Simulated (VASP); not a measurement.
# H10C5N2O in VASP: a series of runs

Runs on H10C5N2O. Level: PBE+D3(BJ). Tasks: single point.

Program: VASP 6.6.1. These are calculated values, not measurements. Logs are shortened: lines on timing, memory, paths and dates and some standing lists are left out, and cuts for length are marked.

### Step 1. The cell of the first run

The cell holds a disordered packing, 36 atoms: a = 7.279 Å, b = 7.279 Å, c = 7.279 Å, α = 90.00°, β = 90.00°, γ = 90.00°.

### Step 2. Single point, PBE+D3(BJ)

INCAR

```
  PREC = Accurate
  ENCUT = 520
  EDIFF = 1E-6
  ISMEAR = -1
  SIGMA = 0.02
  LREAL = Auto
  LASPH = True
  NELM = 60
  ALGO = Normal
  ISIF = 2
  LWAVE = False
  LCHARG = False
  GGA = PE
  IVDW = 12
  NBANDS = 70
```

KPOINTS

```
Automatic mesh
0
Gamma
  1 1 1
```

POSCAR

```
H10C5N2O
1.0
    7.2785630000      0.0000000000      0.0000000000
    0.0000000000      7.2785630000      0.0000000000
    0.0000000000      0.0000000000      7.2785630000
C O H N
10 2 20 4
Direct
    0.4793391223      1.0021621026      0.2015370342
    0.6514335316      0.4418042408      0.9786821932
    0.0598195001      0.0486359739      0.4486325117
    0.1180727569      0.1562671093      0.6114256344
    0.8356869344      0.5820104875      0.5179319050
    0.9635830589      0.5115020643      0.3781927834
    0.6216474323      1.0942544565      0.7202108438
    0.7553963605      0.9775143802      0.8049803237
    0.2085439118      0.6299869906      0.9540619488
    0.2801651919      0.6667387505      0.7757437835
    0.6058201324      0.8699519397      0.2769777496
    0.7072412508      0.6057376985      1.0669001560
    0.5327425207      1.1389610834      0.2411052841
    0.5953372939      0.7566053904      0.2056724658
    0.4892037068      0.9987136197      0.0459019177
    0.3391466145      0.9736537281      0.2549129547
    0.5352292753      0.3754037713      1.0510453781
    0.7875318246      0.6674256993      0.9831061433
    0.6187210305      0.4676884709      0.8323208853
    0.7594218804      0.3328541637      0.9862798467
    0.1222631445      0.0982748930      0.3198845706
    0.1048696013     -0.0943455460      0.4756845548
   -0.0918587914      0.0559588479      0.4252487751
    0.8101599176      0.7308997669      0.5188249384
    0.7076396811      0.5134804768      0.4971860517
    0.8925937716      0.5545462751      0.6560498274
    0.7082441960      1.1646529679      0.6152862866
    0.4980103902      1.0170963692      0.6614080279
    0.5678456036      1.1988080614      0.8128939737
    0.2871171136      0.7163639306      1.0494241789
    0.0563023223      0.6659556289      0.9589942410
    0.2253192011      0.4901104792      0.9971885934
    0.1550306015      0.2305400118      0.7466446330
    1.0735223423      0.4475333936      0.2826244686
    0.8741285883      0.8966742474      0.8684406524
    0.3344753628      0.7043423269      0.6294236926
```

Potentials or basis: VASP PAW PBE potentials, release 64 (C, O, H, N).

On the command line:

```sh
> cat potpaw_PBE.64/C/POTCAR potpaw_PBE.64/O/POTCAR potpaw_PBE.64/H/POTCAR potpaw_PBE.64/N/POTCAR > POTCAR
> mpirun -np 1 vasp_gam > vasp.out
```

OUTCAR:

```text
PREC = Accurate
   ENCUT = 520
   EDIFF = 1E-6
   ISMEAR = -1
   LREAL = Auto
   LASPH = True
   NELM = 60
   ISIF = 2
   GGA = PE
   IVDW = 12
 IVDW          = 12

 ion  position               nearest neighbor table
   1  0.479  0.002  0.202-  13 1.11  16 1.11  15 1.14  11 1.44
   2  0.651  0.442  0.979-  17 1.11  19 1.11  20 1.12  12 1.41
   3  0.060  0.049  0.449-  21 1.10  22 1.11  23 1.12   4 1.48
   4  0.118  0.156  0.611-  33 1.15   3 1.48
   5  0.836  0.582  0.518-  25 1.07  24 1.10  26 1.11   6 1.47
   6  0.964  0.512  0.378-  34 1.16   5 1.47
   7  0.622  0.094  0.720-  29 1.09  27 1.11  28 1.14   8 1.43
   8  0.755  0.978  0.805-  35 1.14   7 1.43
   9  0.209  0.630  0.954-  32 1.07  30 1.10  31 1.14  10 1.42
  10  0.280  0.667  0.776-  36 1.17   9 1.42
  11  0.606  0.870  0.277-  14 0.98   1 1.44
  12  0.707  0.606  0.067-  18 0.96   2 1.41
  13  0.533  0.139  0.241-   1 1.11
  14  0.595  0.757  0.206-  11 0.98
  15  0.489  0.999  0.046-   1 1.14
  16  0.339  0.974  0.255-   1 1.11
  17  0.535  0.375  0.051-   2 1.11
  18  0.788  0.667  0.983-  12 0.96
[... 16 lines left out ...]
  35  0.874  0.897  0.868-   8 1.14
  36  0.334  0.704  0.629-  10 1.17

  LATTYP: Found a simple cubic cell.
 ALAT       =     7.2785630000

  Lattice vectors:

 A1 = (   7.2785630000,   0.0000000000,   0.0000000000)
 A2 = (   0.0000000000,   7.2785630000,   0.0000000000)
 A3 = (   0.0000000000,   0.0000000000,   7.2785630000)

Analysis of symmetry for initial positions (statically):
=====================================================================
 Subroutine PRICEL returns:
 Original cell was already a primitive cell.

 Routine SETGRP: Setting up the symmetry group for a
 simple cubic supercell.

 Subroutine GETGRP returns: Found  1 space group operations
 (whereof  1 operations were pure point group operations)
 out of a pool of 48 trial point group operations.

The static configuration has the point symmetry C_1 .

Analysis of symmetry for dynamics (positions and initial velocities):
=====================================================================
 Subroutine PRICEL returns:
 Original cell was already a primitive cell.

 Routine SETGRP: Setting up the symmetry group for a
 simple cubic supercell.

 Subroutine GETGRP returns: Found  1 space group operations
 (whereof  1 operations were pure point group operations)
 out of a pool of 48 trial point group operations.

The dynamic configuration has the point symmetry C_1 .

 Subroutine INISYM returns: Found  1 space group operations
 (whereof  1 operations are pure point group operations),
 and found     1 'primitive' translations

----------------------------------------------------------------------------------------

                                     Primitive cell

  volume of cell :     385.5999

  direct lattice vectors                    reciprocal lattice vectors
     7.278563000  0.000000000  0.000000000     0.137389757  0.000000000  0.000000000
     0.000000000  7.278563000  0.000000000     0.000000000  0.137389757  0.000000000
     0.000000000  0.000000000  7.278563000     0.000000000  0.000000000  0.137389757

  length of vectors
     7.278563000  7.278563000  7.278563000     0.137389757  0.137389757  0.137389757

  position of ions in fractional coordinates (direct lattice)
     0.479339122  0.002162103  0.201537034
     0.651433532  0.441804241  0.978682193
     0.059819500  0.048635974  0.448632512
     0.118072757  0.156267109  0.611425634
     0.835686934  0.582010487  0.517931905
     0.963583059  0.511502064  0.378192783
[... 28 lines left out ...]
     0.874128588  0.896674247  0.868440652
     0.334475363  0.704342327  0.629423693

  ion indices of the primitive-cell ions
   primitive index   ion index
                 1           1
                 2           2
                 3           3
                 4           4
                 5           5
                 6           6
[... 28 lines left out ...]
                35          35
                36          36

----------------------------------------------------------------------------------------

 KPOINTS: Automatic mesh

Automatic generation of k-mesh.
 Grid dimensions read from file:
 generate k-points for:    1    1    1

 Generating k-lattice:

  Cartesian coordinates                     Fractional coordinates (reciprocal lattice)
     0.137389757  0.000000000  0.000000000     1.000000000  0.000000000  0.000000000
     0.000000000  0.137389757  0.000000000     0.000000000  1.000000000  0.000000000
     0.000000000  0.000000000  0.137389757     0.000000000  0.000000000  1.000000000

  Length of vectors
     0.137389757  0.137389757  0.137389757

  Shift w.r.t. Gamma in fractional coordinates (k-lattice)
     0.000000000  0.000000000  0.000000000

 Subroutine IBZKPT returns following result:
 ===========================================

 Found      1 irreducible k-points:

 Following reciprocal coordinates:
            Coordinates               Weight
  0.000000  0.000000  0.000000      1.000000
   k-points           NKPTS =      1   k-points in BZ     NKDIM =      1   number of bands    NBANDS=     70
   number of dos      NEDOS =    301   number of ions     NIONS =     36
   total plane-waves  NPLWV = 157464
   dimension x,y,z NGX =    54 NGY =   54 NGZ =   54
   dimension x,y,z NGXF=   108 NGYF=  108 NGZF=  108
   ions per type =              10   2  20   4
   NGX,Y,Z   is equivalent  to a cutoff of  12.33, 12.33, 12.33 a.u.
   NGXF,Y,Z  is equivalent  to a cutoff of  24.67, 24.67, 24.67 a.u.
 SYSTEM =  unknown system
   PREC   = accura    normal or accurate (medium, high low for compatibility)
   ISTART =      0    job   : 0-new  1-cont  2-samecut
   ICHARG =      2    charge: 1-file 2-atom 10-const
   ISPIN  =      1    spin polarized calculation?
   LNONCOLLINEAR =      F non collinear calculations
   LSORBIT =      F    spin-orbit coupling
   LASPH  =      T    aspherical Exc in radial PAW
   ENCUT  =  520.0 eV  38.22 Ry    6.18 a.u.  13.53 13.53 13.53*2*pi/ulx,y,z
   NELM   =     60;   NELMIN=  2; NELMDL= -5     # of ELM steps
   EDIFF  = 0.1E-05   stopping-criterion for ELM
   LREAL  =      T    real-space projection
   EDIFFG = 0.1E-04   stopping-criterion for IOM
   NSW    =      0    number of steps for IOM
   IBRION =     -1    ionic relax: 0-MD 1-quasi-New 2-CG
   NFREE  =      0    steps in history (QN), initial steepest desc. (CG)
   ISIF   =      2    stress and relaxation
   ISYM   =      2    0-nonsym 1-usesym 2-fastsym
   POTIM  = 0.5000    time-step for ionic-motion
   TEBEG  =    0.0;   TEEND  =   0.0 temperature during run
   PSTRESS=    0.0 pullay stress
   NELECT =      92.0000    total number of electrons
   NUPDOWN=      -1.0000    fix difference up-down
   EMIN   =  10.00;   EMAX   =-10.00  energy-range for DOS
   EFERMI =   0.00;   METHOD = LEGACY
   ISMEAR =    -1;   SIGMA  =   0.02  broadening in eV -4-tet -1-fermi 0-gaus
   EFERMI_NEDOS =   21; number of points for ismear=-14 and -15
   IALGO  =     38    algorithm
   IMIX   =      4    mixing-type and parameters
     AMIX     =   0.40;   BMIX     =  1.00
     AMIX_MAG =   1.60;   BMIX_MAG =  1.00
  volume/ion in A,a.u.               =      10.71        72.28
  Fermi-wavevector in a.u.,A,eV,Ry     =   1.015372  1.918775 14.027335  1.030980
  Thomas-Fermi vector in A             =   2.148654
   LORBIT       =      0    0 simple, 1 ext, 2 COOP (PROOUT), +10 PAW based schemes
   GGA     = PE    functional components
   LHFCALC =     F    Hartree Fock is set to
   AEXX    =    0.0000 exact exchange contribution
   IVDW    =    12    specifies the selected vdW correction
   LEPSILON=     F    determine dielectric tensor
   LRPA    =     F    only Hartree local field effects (RPA)
 non-spin polarized calculation
  energy-cutoff  :      520.00
  volume of cell :      385.60
 maximum number of plane-waves:      5198
 NGX is ok and might be reduce to    54
   NGX = 27   NGY = 27   NGZ = 27

 number of electron      92.0000003 magnetization

 Free energy of the ion-electron system (eV)
  ---------------------------------------------------
  ext. energy  EPLUGINS =         0.00000000
  ---------------------------------------------------
  free energy    TOTEN  =      -207.14916456 eV

  energy without entropy =     -207.14916456  energy(sigma->0) =     -207.14916456

 E-fermi :  -1.6064     XC(G=0):  -7.1582

 val. band max:       -2.0860587318   @ k =   0.0000   0.0000   0.0000
 cond. band min:       2.5351175431   @ k =   0.0000   0.0000   0.0000
 fundamental gap:      4.6211762749
 Fermi energy:        -1.6063913806

 k-point     1 :       0.0000    0.0000    0.0000
  band No.  band energies     occupation
      1     -22.4162      2.00000
      2     -21.0122      2.00000
      3     -19.5459      2.00000
      4     -18.8265      2.00000
      5     -18.7046      2.00000
      6     -18.5725      2.00000
[... 50 lines left out ...]
     57       4.9924      0.00000
     58       5.2010      0.00000
 [bands above 58 left out]

------------------------ aborting loop because EDIFF is reached ----------------------------------------

 Edisp (eV)   -1.87984

 E8    (eV) :    -0.4412

  FORCE on cell =-STRESS in cart. coord.  units (eV):
  Direction    XX          YY          ZZ          XY          YZ          ZX
  --------------------------------------------------------------------------------------
  -------------------------------------------------------------------------------------
  Total      -0.00470     3.85972     1.78939    -1.58364    -1.05987    -0.54734
  in kB      -0.01951    16.03721     7.43495    -6.58006    -4.40381    -2.27422
  external pressure =        7.82 kB  Pullay stress =        0.00 kB

 VOLUME and BASIS-vectors are now :
 -----------------------------------------------------------------------------
  energy-cutoff  :      520.00
  volume of cell :      385.60
      direct lattice vectors                 reciprocal lattice vectors
     7.278563000  0.000000000  0.000000000     0.137389757  0.000000000  0.000000000
     0.000000000  7.278563000  0.000000000     0.000000000  0.137389757  0.000000000
     0.000000000  0.000000000  7.278563000     0.000000000  0.000000000  0.137389757

 POSITION                                       TOTAL-FORCE (eV/Angst)
 -----------------------------------------------------------------------------------
      3.48890      0.01574      1.46690         0.916023     -0.518369     -0.524488
      4.74150      3.21570      7.12340         0.348727     -1.049626     -0.064252
      0.43540      0.35400      3.26540        -0.019661      0.110006      0.516030
      0.85940      1.13740      4.45030        -0.809997     -1.018282     -1.908327
      6.08260      4.23620      3.76980         1.163369      0.161320      0.066131
      7.01350      3.72300      2.75270        -0.555698      0.855458      1.198106
[... 28 lines left out ...]
      6.36240      6.52650      6.32100         1.777664     -1.636847      1.038332
      2.43450      5.12660      4.58130         0.035830     -0.004582      0.184595
 -----------------------------------------------------------------------------------
    total drift:                                0.028022     -0.003450     -0.008540

  FREE ENERGIE OF THE ION-ELECTRON SYSTEM (eV)
  ---------------------------------------------------
  free  energy   TOTEN  =      -209.0290038692 eV

  energy  without entropy=     -209.0290038691  energy(sigma->0) =     -209.02900387
```

Wall time 23 s (1 thread of AMD EPYC 9R45 (Zen 5), shared host); peak memory 0.33 GiB.

What came out:

| Item | Value |
| --- | --- |
| Free energy | -209.0290 eV |
| Pressure | 0.8 GPa |
| Largest force | 2.630 eV/Å |
| Band gap on the k mesh | 4.62 eV |
| Dispersion energy per atom | -0.052 eV |

Forces in eV/Å, atoms in the order of the input:
```
C    0.916 -0.518 -0.524
C    0.349 -1.050 -0.064
C   -0.020  0.110  0.516
C   -0.810 -1.018 -1.908
C    1.163  0.161  0.066
C   -0.556  0.855  1.198
C   -0.592 -0.273 -1.147
C   -2.029  1.309 -0.579
C   -1.001  0.778  0.358
C    0.061  0.082 -0.950
O   -0.321  0.941  0.360
O   -0.856 -0.991  0.532
H   -0.471 -0.154  0.171
H    0.295 -0.183 -0.155
H   -0.549 -0.032  0.942
H    0.400  0.364 -0.452
H   -0.107  0.635 -0.137
H    0.619  0.976 -0.392
H   -0.180 -0.076  0.326
H    0.077  0.486 -0.118
H   -0.018  0.130  0.362
H   -0.225  0.254 -0.180
H    0.563 -0.146  0.260
H    0.108 -0.149 -0.644
H   -1.010 -0.348  0.097
H   -0.052 -0.341 -0.297
H   -0.850 -0.018 -0.086
H    1.303  0.471  0.244
H   -0.023 -0.122  0.129
H   -0.319  0.095  0.264
H    1.512 -0.127  0.051
H    0.061 -0.749 -0.018
N    0.438  0.669  0.963
N    0.311 -0.379 -0.410
N    1.778 -1.637  1.038
N    0.036 -0.005  0.185
```

Stress tensor (GPa, compression positive):
```
 0.00 -0.66 -0.23
-0.66  1.60 -0.44
-0.23 -0.44  0.74
```

Levels at points of the mesh, in eV from the valence-band top:
| k point | band 43 | band 44 | band 45 | band 46 | band 47 | band 48 | band 49 | band 50 |
| --- | --- | --- | --- | --- | --- | --- | --- | --- |
| (0.00, 0.00, 0.00) | -1.76 | -1.65 | -0.81 | 0.00 | 4.62 | 4.76 | 5.31 | 5.41 |

Caveat: the k points lie up to 0.86 Å⁻¹ apart.

(Continued in part 2 of 3.)
